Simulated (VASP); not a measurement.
Here is a VASP 6.6.1 calculation.

Contents of INCAR:

```
PREC     = Accurate       # precision mode
ENCUT    = 520            # plane-wave cutoff, eV
EDIFF    = 1E-7           # SCF threshold, eV
ISMEAR   = 0              # smearing method
SIGMA    = 0.15           # smearing width, eV
LREAL    = Auto         
LASPH    = True           # aspherical terms in the spheres
NELM     = 80             # most SCF steps
ALGO     = Normal         # electronic algorithm
ISIF     = 2              # what is computed and relaxed
LWAVE    = False          # write WAVECAR
LCHARG   = False          # write CHGCAR
GGA      = CA             # functional
NBANDS   = 72             # bands
```

KPOINTS

```
Automatic mesh
0
Gamma
  3 3 3
```

POSCAR

```
LiAl32
1.0
    8.1000000000      0.0000000000      0.0000000000
    0.0000000000      8.1000000000      0.0000000000
    0.0000000000      0.0000000000      8.1000000000
Al Li
32 1
Direct
    0.4448112346      0.0029956790     -0.0001241975
    0.7538509877      0.2828448148     -0.0000874074
    0.7545565432      0.0026177778      0.2904117284
    0.0280122222      0.0018217284     -0.0000722222
    0.2459046914      0.2617002469      0.0000008642
    0.4905690123      0.4979196296     -0.0000020988
    0.7550149383      0.7016660494     -0.0001203704
    0.2461440741      0.0000306173      0.2613124691
    0.5023367901      0.2465740741      0.2470432099
    0.7500901235      0.4977649383      0.2606727160
    0.4908887654      0.0000837037      0.5000862963
    0.7500227160      0.2607939506      0.5000998765
    0.7545058025      0.0025853086      0.7102261728
    0.0112662963      0.4975067901      0.0000013580
    0.2463113580      0.7392817284     -0.0000014815
    0.0012490123      0.2514207407      0.2516259259
    0.2528333333      0.5016053086      0.2536969136
    0.5059301235      0.7562708642      0.2432058025
    0.0109780247     -0.0000208642      0.5001043210
    0.2526038272      0.2544382716      0.4999422222
    0.4977429630      0.5017550617      0.4999270370
    0.7501539506      0.7402596296      0.5000882716
    0.2461256790      0.0000274074      0.7386486420
    0.5022162963      0.2467117284      0.7528624691
    0.7500840741      0.4977530864      0.7392861728
   -0.0012835802      0.7503766667      0.2493479012
    0.0049098765      0.5013502469      0.4999465432
    0.2529870370      0.7470630864      0.4999288889
    0.0013323457      0.2515002469      0.7483146914
    0.2528155556      0.5015924691      0.7462417284
    0.5057507407      0.7560871605      0.7566541975
   -0.0011651852      0.7502760494      0.7505724691
   -0.2690960494      0.9890653086      0.0004525926
```

Potentials or basis: VASP PAW LDA potentials, release 64 (Al, Li_sv).

Command:

```bash
$ cat potpaw_LDA.64/Al/POTCAR potpaw_LDA.64/Li_sv/POTCAR > POTCAR
$ mpirun -np 1 vasp_std > vasp.out
```

(1) Estimate the largest force.

(2) Predict the band gap on the k mesh.

## Answers

(1) 0.015 eV/Å.

(2) zero (an odd number of electrons rules out a gap without spin polarisation).
